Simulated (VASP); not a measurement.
**MgB2 (k07): relaxation of cell and atoms with PBE**

Crystal: MgB2 (k07).

```
CELL_PARAMETERS angstrom
3.07531 0.00000 0.00000
-1.53766 2.66330 0.00000
0.00000 0.00000 3.52414
ATOMIC_POSITIONS crystal
Mg 0.00000 0.00000 0.00000
B 0.33333 0.66667 0.50000
B 0.66667 0.33333 0.50000
```

| Quantity | Value |
| --- | --- |
| Program | VASP 6.6.1 |
| Task | relaxation of cell and atoms |
| Functional | PBE |
| Potentials or basis | VASP PAW PBE potentials, release 64 (Mg, B) |
| Cutoff | 600 eV |
| k mesh | 21 × 21 × 16 |
| Occupations | fermi-dirac, width 0.15 eV |
| Spin | no spin polarisation |
| Dipole correction | no |
| Further INCAR settings | ALGO = Normal; EDIFF = 1e-06; IBRION = 2; EDIFFG = -0.001; NSW = 80; ISIF = 3 |

```
Relaxed volume                         : 9.61 Å³/atom
Relaxed cell                           : a = 3.075 Å, b = 3.075 Å, c = 3.520 Å, α = 90.00°, β = 90.00°, γ = 120.00°
Space group after relaxing (to 0.05 Å) : P6/mmm (No. 191)
Energy gained by relaxing              : 0.0 meV/atom
Ionic steps                            : 5
Pressure after relaxing                : 0.0 GPa
Band gap on the k mesh                 : zero (band 4 reaches 7.10 eV, above the bottom of band 5 at 3.30 eV)
```

Final structure:
```yaml
crystal:
  lattice:
    - [3.07473, 0.00000, 0.00000]
    - [-1.53736, 2.66279, 0.00000]
    - [0.00000, 0.00000, 3.52034]
  atoms:
    - { symbol: Mg, position: [0.00000, 0.00000, 0.00000] }
    - { symbol: B, position: [0.33333, 0.66667, 0.50000] }
    - { symbol: B, position: [0.66667, 0.33333, 0.50000] }
```

Levels at points of the mesh, in eV from the Fermi level:
| k point | band 1 | band 2 | band 3 | band 4 | band 5 | band 6 | band 7 | band 8 |
| --- | --- | --- | --- | --- | --- | --- | --- | --- |
| (0.00, 0.00, 0.00) | -12.45 | -2.96 | 0.38 | 0.38 | 1.65 | 6.37 | 6.37 | 8.21 |
| (0.00, 0.00, 0.50) | -11.18 | -7.45 | 0.76 | 0.76 | 6.69 | 6.69 | 8.03 | 9.99 |

Wall time 4.6 min on 1 thread of AMD EPYC 7R13 (shared host), peak memory 0.26 GiB.
